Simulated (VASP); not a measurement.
Wanted: the native input for a VASP 6.6.1 run.

```yaml
Task: single point
Functional: PBE
Potentials_or_basis: VASP PAW PBE potentials, release 64 (O, C, H)
Cutoff: 520 eV
k_mesh: 1 × 1 × 1
Occupations: fermi-dirac, width 0.02 eV
Spin: no spin polarisation
Dipole_correction: no
Further_INCAR_settings: LREAL = Auto; ALGO = Normal; EDIFF = 1e-06; NBANDS = 82
```

The structure of H6C5O2 lies in POSCAR:

```
H6C5O2
1.0
    8.7499050000      0.0000000000      0.0000000000
    0.0000000000      8.7499050000      0.0000000000
    0.0000000000      0.0000000000      8.7499050000
O C H
6 15 18
Direct
    0.7042705035      0.6077094551      0.9051412558
    0.4913996209      0.7462138160      0.8469806244
    0.9566046717      0.8353462123      1.0511999845
    0.9629704551      0.8423291453      0.7874828355
    0.1225727594     -0.1248470698      0.3684954294
    0.2977746616      0.0552234567      0.4044729628
    0.5590803557      0.6480870364      0.9212328591
    1.0167767536      0.8095630753      0.9149013618
    0.1646646449      0.0206516528      0.3773183823
    0.7528881742      0.1542416746      1.0875775223
    0.7718255227      0.1318757175      0.9487760153
    0.0706293383      0.2757972801      0.7404651822
    0.1188241472      0.1730190213      0.8194603256
    0.2262995998      0.4041301020      0.0478862342
    0.2482084091      0.3581638886      0.1759219100
    0.8976440316      0.6501556303      0.4367590277
    0.8995297663      0.5148284467      0.4707365394
    0.8150374204      1.0073252224      0.5210456571
    0.6826702690      1.0195767840      0.4755251628
    0.3259121099      0.6085323212      0.5695604695
    0.3382436724      0.4788623419      0.5187713467
    0.7530024612      0.6562928398      0.8177917360
    0.5039140425      0.5812977398      1.0110052623
    0.8571064486      0.8910268169      1.0414513072
    1.1248922131      0.7479281204      0.9302158138
    0.2173052165     -0.1851334386      0.4042786750
    0.0730979365      0.0976810605      0.3309978794
    0.7700312175      0.1293385471      0.8268546916
    0.7250935867      0.1733847396      1.2042302174
    0.1538416703      0.0862980798      0.9001812020
    0.0354518135      0.3832955901      0.6919160837
    0.2441626509      0.3516152461      0.2949289164
    0.2161966330      0.4514449014     -0.0680007383
    0.8754495049      0.4071929924      0.5232171092
    0.8949697168      0.7683169132      0.4179702522
    0.5851492102      1.0845032032      0.4520163362
    0.9153699383      0.9595075604      0.5674918756
    0.3656725416      0.3783012501      0.4630107413
    0.3395122576      0.7157906286      0.6340297409
```

One way to write it, as run:

INCAR

```
ALGO     = Normal         # electronic algorithm
EDIFF    = 1E-6           # SCF threshold, eV
ENCUT    = 520            # plane-wave cutoff, eV
GGA      = PE             # functional
ISIF     = 2              # what is computed and relaxed
ISMEAR   = -1             # smearing method
LASPH    = T              # aspherical terms in the spheres
LCHARG   = T              # write CHGCAR
LELF     = T              # ELF
LREAL    = Auto         
LVHAR    = T            
LWAVE    = F              # write WAVECAR
NBANDS   = 82             # bands
NELM     = 60             # most SCF steps
PREC     = Accurate       # precision mode
SIGMA    = 0.02           # smearing width, eV
```

KPOINTS

```
k-points
0
Gamma
  1 1 1
```

Potentials or basis: VASP PAW PBE potentials, release 64 (O, C, H).

Run with:

```console
$ cat potpaw_PBE.64/O/POTCAR potpaw_PBE.64/C/POTCAR potpaw_PBE.64/H/POTCAR > POTCAR
$ mpirun -np 1 vasp_gam > vasp.out
```

It gave:

```yaml
Pressure: 0.1 GPa
Largest_force: 3.262 eV/Å
Band_gap_on_the_k_mesh: 4.71 eV
```

Caveat: the k points lie up to 0.72 Å⁻¹ apart.

It took 2.4 min on 1 thread of Intel(R) Xeon(R) Platinum 8259CL CPU @ 2.50GHz (Skylake/Cascade Lake) (shared host), peak memory 0.68 GiB.
